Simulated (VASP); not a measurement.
# Si4Br3 (P-3m1) in VASP: single point with PBE

Aim: the single point of Si4Br3 with PBE.

Everything below comes from runs of VASP 6.6.1. Logs are shortened: lines on timing, memory, paths and dates and some standing lists are left out, and cuts for length are marked.

## 1. The cell of the first run

It takes space group P-3m1 (No. 164, trigonal). Conventional cell: a = 7.860 Å, b = 7.860 Å, c = 8.633 Å, α = 90.00°, β = 90.00°, γ = 120.00°. Si (site symmetry m) has 1 Br at 2.26 Å and 3 Si at 2.37 to 2.38 Å within 3.0 Å. Within 3.1 Å of Si (site symmetry 3m) lie 3 Si at 2.37 Å. Within 3.0 Å of Br (site symmetry m) lie 1 Si at 2.26 Å.

## 2. Single point, PBE

Contents of INCAR:

```
SYSTEM = Si4Br3
PREC = Accurate
ENCUT = 520
EDIFF = 1E-6
ISMEAR = 0
SIGMA = 0.1
LREAL = .FALSE.
LASPH = .TRUE.
NELM = 100
ALGO = Normal
ISIF = 2
LWAVE = .FALSE.
LCHARG = .FALSE.
GGA = PE
NBANDS = 50
```

Contents of KPOINTS:

```
regular mesh
0
G
  6 6 4
  0 0 0
```

Contents of POSCAR:

```
Si4Br3
1.0
    7.8601866089      0.0000000000      0.0000000000
   -3.9300933045      6.8071212818      0.0000000000
    0.0000000000      0.0000000000      8.6329048543
Si Br
8 6
Direct
    0.3347084893      0.1673542447      0.9597220498
    0.8326457553      0.1673542447      0.9597220498
    0.8326457553      0.6652915107      0.9597220498
    0.6666666667      0.3333333333      0.0410653319
    0.6652915107      0.8326457553      0.0402779502
    0.1673542447      0.3347084893      0.0402779502
    0.1673542447      0.8326457553      0.0402779502
    0.3333333333      0.6666666667      0.9589346681
    0.3293247839      0.1646623919      0.6974408033
    0.8353376081      0.1646623919      0.6974408033
    0.8353376081      0.6706752161      0.6974408033
    0.6706752161      0.8353376081      0.3025591967
    0.1646623919      0.3293247839      0.3025591967
    0.1646623919      0.8353376081      0.3025591967
```

Potentials or basis: VASP PAW PBE potentials, release 64 (Si, Br).

Started as:

```
> cat potpaw_PBE.64/Si/POTCAR potpaw_PBE.64/Br/POTCAR > POTCAR
> mpirun -np 1 vasp_std > vasp.out
```

OUTCAR:

```text
SYSTEM = Si4Br3
   PREC = Accurate
   ENCUT = 520
   EDIFF = 1E-6
   ISMEAR = 0
   LREAL = .FALSE.
   LASPH = .TRUE.
   NELM = 100
   ISIF = 2
   GGA = PE

 ion  position               nearest neighbor table
   1  0.335  0.167  0.960-   9 2.26   4 2.37   6 2.38   7 2.38
   2  0.833  0.167  0.960-  10 2.26   4 2.37   6 2.38   5 2.38
   3  0.833  0.665  0.960-  11 2.26   4 2.37   5 2.38   7 2.38
   4  0.667  0.333  0.041-   2 2.37   1 2.37   3 2.37
   5  0.665  0.833  0.040-  12 2.26   8 2.37   3 2.38   2 2.38
   6  0.167  0.335  0.040-  13 2.26   8 2.37   1 2.38   2 2.38
   7  0.167  0.833  0.040-  14 2.26   8 2.37   3 2.38   1 2.38
   8  0.333  0.667  0.959-   7 2.37   5 2.37   6 2.37
   9  0.329  0.165  0.697-   1 2.26
  10  0.835  0.165  0.697-   2 2.26
  11  0.835  0.671  0.697-   3 2.26
  12  0.671  0.835  0.303-   5 2.26
  13  0.165  0.329  0.303-   6 2.26
  14  0.165  0.835  0.303-   7 2.26

  LATTYP: Found a hexagonal cell.
 ALAT       =     7.8601866089
 C/A-ratio  =     1.0983078754

  Lattice vectors:

 A1 = (   7.8601866089,   0.0000000000,   0.0000000000)
 A2 = (  -3.9300933045,   6.8071212818,   0.0000000000)
 A3 = (   0.0000000000,   0.0000000000,   8.6329048543)

Analysis of symmetry for initial positions (statically):
=====================================================================
 Subroutine PRICEL returns:
 Original cell was already a primitive cell.

 Routine SETGRP: Setting up the symmetry group for a
 hexagonal supercell.

 Subroutine GETGRP returns: Found 12 space group operations
 (whereof 12 operations were pure point group operations)
 out of a pool of 24 trial point group operations.

The static configuration has the point symmetry D_3d.

Analysis of symmetry for dynamics (positions and initial velocities):
=====================================================================
 Subroutine PRICEL returns:
 Original cell was already a primitive cell.

 Routine SETGRP: Setting up the symmetry group for a
 hexagonal supercell.

 Subroutine GETGRP returns: Found 12 space group operations
 (whereof 12 operations were pure point group operations)
 out of a pool of 24 trial point group operations.
[... 132 lines left out ...]
   POTIM  = 0.5000    time-step for ionic-motion
   TEBEG  =    0.0;   TEEND  =   0.0 temperature during run
   PSTRESS=    0.0 pullay stress
   NELECT =      74.0000    total number of electrons
   NUPDOWN=      -1.0000    fix difference up-down
   EMIN   =  10.00;   EMAX   =-10.00  energy-range for DOS
   EFERMI =   0.00;   METHOD = LEGACY
   ISMEAR =     0;   SIGMA  =   0.10  broadening in eV -4-tet -1-fermi 0-gaus
   EFERMI_NEDOS =   21; number of points for ismear=-14 and -15
   IALGO  =     38    algorithm
   IMIX   =      4    mixing-type and parameters
     AMIX     =   0.40;   BMIX     =  1.00
     AMIX_MAG =   1.60;   BMIX_MAG =  1.00
  volume/ion in A,a.u.               =      32.99       222.65
  Fermi-wavevector in a.u.,A,eV,Ry     =   0.889135  1.680221 10.756233  0.790561
  Thomas-Fermi vector in A             =   2.010656
   LORBIT       =      0    0 simple, 1 ext, 2 COOP (PROOUT), +10 PAW based schemes
   GGA     = PE    functional components
   LHFCALC =     F    Hartree Fock is set to
   AEXX    =    0.0000 exact exchange contribution
   IVDW    =     0    specifies the selected vdW correction
   LEPSILON=     F    determine dielectric tensor
   LRPA    =     F    only Hartree local field effects (RPA)
 non-spin polarized calculation
 Gauss-broadening in eV      SIGMA  =   0.10
  energy-cutoff  :      520.00
  volume of cell :      461.91
 maximum number of plane-waves:     12512
 NGX is ok and might be reduce to    60
   NGX = 29   NGY = 29   NGZ = 33

 number of electron      73.9999999 magnetization

 Free energy of the ion-electron system (eV)
  ---------------------------------------------------
  ext. energy  EPLUGINS =         0.00000000
  ---------------------------------------------------
  free energy    TOTEN  =       -55.71245384 eV

  energy without entropy =      -55.63450820  energy(sigma->0) =      -55.67348102

 E-fermi :   1.0957     XC(G=0):  -7.3387

 val. band max:        1.0954708520   @ k =   0.3333   0.1667   0.2500
 cond. band min:       1.0975122878   @ k =   0.5000   0.0000   0.2500
 fundamental gap:      0.0020414357
 Fermi energy:         1.0957103347

 k-point     1 :       0.0000    0.0000    0.0000
  band No.  band energies     occupation
      1     -14.0916      2.00000
      2     -13.9364      2.00000
      3     -13.8388      2.00000
      4     -13.8388      2.00000
      5     -13.7730      2.00000
      6     -13.7730      2.00000
[... 1237 lines left out ...]
     48       5.4934      0.00000
     49       5.7735      0.00000
 [bands above 49 left out]

------------------------ aborting loop because EDIFF is reached ----------------------------------------

  FORCE on cell =-STRESS in cart. coord.  units (eV):
  Direction    XX          YY          ZZ          XY          YZ          ZX
  --------------------------------------------------------------------------------------
  -------------------------------------------------------------------------------------
  Total       -0.0721754     -0.0721754     -0.0207765      0.0000000      0.0000000     -0.0000000
  in kB       -0.2503495     -0.2503495     -0.0720657      0.0000000      0.0000000     -0.0000000
  external PRESSURE =      -0.1909216 kB  Pullay stress =       0.0000000 kB

 VOLUME and BASIS-vectors are now :
 -----------------------------------------------------------------------------
  energy-cutoff  :      520.00
  volume of cell :      461.91
      direct lattice vectors                 reciprocal lattice vectors
     7.860186609  0.000000000  0.000000000     0.127223443  0.073452489  0.000000000
    -3.930093305  6.807121282  0.000000000     0.000000000  0.146904978  0.000000000
     0.000000000  0.000000000  8.632904854     0.000000000  0.000000000  0.115835865

 POSITION                                       TOTAL-FORCE (eV/Angst)
 -----------------------------------------------------------------------------------
      1.97315      1.13920      8.28519        -0.003877     -0.002238     -0.002293
      5.88703      1.13920      8.28519         0.003877     -0.002238     -0.002293
      3.93009      4.52872      8.28519        -0.000000      0.004477     -0.002293
      3.93009      2.26904      0.35451         0.000000      0.000000     -0.001581
      1.95694      5.66792      0.34772         0.003877      0.002238      0.002293
      0.00000      2.27840      0.34772         0.000000     -0.004477      0.002293
     -1.95694      5.66792      0.34772        -0.003877      0.002238      0.002293
     -0.00000      4.53808      8.27839        -0.000000      0.000000      0.001581
      1.94142      1.12088      6.02094         0.001590      0.000918      0.001035
      5.91877      1.12088      6.02094        -0.001590      0.000918      0.001035
      3.93009      4.56537      6.02094         0.000000     -0.001836      0.001035
      1.98868      5.68624      2.61196        -0.001590     -0.000918     -0.001035
     -0.00000      2.24175      2.61196        -0.000000      0.001836     -0.001035
     -1.98868      5.68624      2.61196         0.001590     -0.000918     -0.001035
 -----------------------------------------------------------------------------------
    total drift:                               -0.000000     -0.000000      0.000000

  FREE ENERGIE OF THE ION-ELECTRON SYSTEM (eV)
  ---------------------------------------------------
  free  energy   TOTEN  =       -55.7124538392 eV

  energy  without entropy=      -55.6345082028  energy(sigma->0) =      -55.67348102
```

It took 18 min on 1 thread of Intel Xeon 8259CL, shared host; peak memory 0.73 GiB.

Results:

```yaml
Free_energy: -55.7125 eV
Pressure: 0.0 GPa
Largest_force: 0.005 eV/Å
Band_gap_on_the_k_mesh: zero (bands 37 and 38 overlap by 0.20 eV)
```

Forces in eV/Å, atoms in the order of the input:
```
Si  -0.004 -0.002 -0.002
Si   0.004 -0.002 -0.002
Si   0.000  0.004 -0.002
Si   0.000  0.000 -0.002
Si   0.004  0.002  0.002
Si   0.000 -0.004  0.002
Si  -0.004  0.002  0.002
Si   0.000  0.000  0.002
Br   0.002  0.001  0.001
Br  -0.002  0.001  0.001
Br   0.000 -0.002  0.001
Br  -0.002 -0.001 -0.001
Br   0.000  0.002 -0.001
Br   0.002 -0.001 -0.001
```

Caveat: this functional lacks dispersion, which binds layers or chains, so the pressure and a relaxed spacing across them are unreliable.
